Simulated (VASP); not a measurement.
## Mg3CdSe4: single point with PBE

Crystal: Mg3CdSe4.

```
Mg Cd Se
1.0
     5.58050    0.00000    0.00000
     0.00000    5.58050    0.00000
     0.00000    0.00000    5.58050
Mg Cd Se
3 1 4
Direct
  0.50000 0.00000 0.00000
  0.00000 0.00000 0.50000
  0.00000 0.50000 0.00000
  0.50000 0.50000 0.50000
  0.00000 0.50000 0.50000
  0.50000 0.50000 0.00000
  0.00000 0.00000 0.00000
  0.50000 0.00000 0.50000
```

```yaml
Program: VASP 6.6.1
Task: single point
Functional: PBE
Potentials_or_basis: VASP PAW PBE potentials, release 64 (Mg, Cd, Se)
Cutoff: 520 eV
k_mesh: 4 × 4 × 4
Occupations: gaussian, width 0.1 eV
Spin: no spin polarisation
```

- Pressure: 0.0 GPa
- Band gap on the k mesh: zero (bands 21 and 22 overlap by 0.20 eV)

Levels at points of the mesh, in eV from the Fermi level:
```tsv
k point	band 19	band 20	band 21	band 22	band 23	band 24
(0.00, 0.00, 0.00)	-0.58	-0.58	-0.58	-0.27	1.15	1.15
(0.50, 0.00, 0.00)	-1.55	-1.41	-1.41	2.87	3.25	3.60
(0.50, 0.50, 0.00)	-1.10	-1.10	-0.12	3.87	4.09	4.09
(0.50, 0.50, 0.50)	-0.97	-0.07	-0.07	3.13	3.13	3.13
```

It took 32 s on 1 thread of Intel(R) Xeon(R) 6975P-C (Granite Rapids) (shared host), peak memory 0.27 GiB.

Caveat: semilocal functionals underestimate gaps, so a narrow gap can read as zero.
